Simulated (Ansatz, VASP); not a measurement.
**Co2Br: VASP beside Ansatz**

```xyz
6
Lattice="3.4198 0.0000 0.0000 0.0000 3.4198 0.0000 0.0000 0.0000 9.5527" Properties=species:S:1:pos:R:3 pbc="T T T"
Co    0.0000    0.0000    0.0000
Co    1.7099    1.7099    0.0000
Co    0.0000    1.7099    1.7027
Co    1.7099    0.0000    7.8500
Br    0.0000    1.7099    6.5031
Br    1.7099    0.0000    3.0496
```

Alike in both runs: functional PBE; k mesh 4 × 4 × 4; occupations gaussian, width 0.1 eV; collinear spin.

Ansatz relaxed the structure, and its values are those at the end. VASP's run is a single point on that final structure, the one shown.

|  | VASP | Ansatz |
| --- | --- | --- |
| version | VASP 6.6.1 | Ansatz 0.2.0 |
| potentials or method | VASP PAW PBE potentials, release 64 (Co, Br), cutoff 520 eV | scalar-relativistic, plane waves, PAW |
| valence electrons in the cell | 50 | 82 |

VASP gave:

* gap on the k mesh at the Fermi level (eV): none
* pressure (GPa): -0.2
* rms of the force components (eV/Å): 0.012
* net moment per atom (μB): 1.45
* size of the moment on the site where the two differ most (μB): 1.96

Problem. What did Ansatz give for the same quantities?

Solution. gap on the k mesh at the Fermi level (eV): none; pressure (GPa): 0.1; rms of the force components (eV/Å): 0.002; net moment per atom (μB): 1.46; size of the moment on the site where the two differ most (μB): 2.01.

Site moments also hang on the region over which each program counts them. A gap of «none» marks a metal or a gap that the smearing closes. With one functional, cell and mesh, what is left measures potentials, basis and numerics. VASP's potentials hold 50 valence electrons a cell and Ansatz's 82, so a difference there can come from the potentials and not from the codes.

The k mesh is coarse, so the values compare programs but aren't converged.
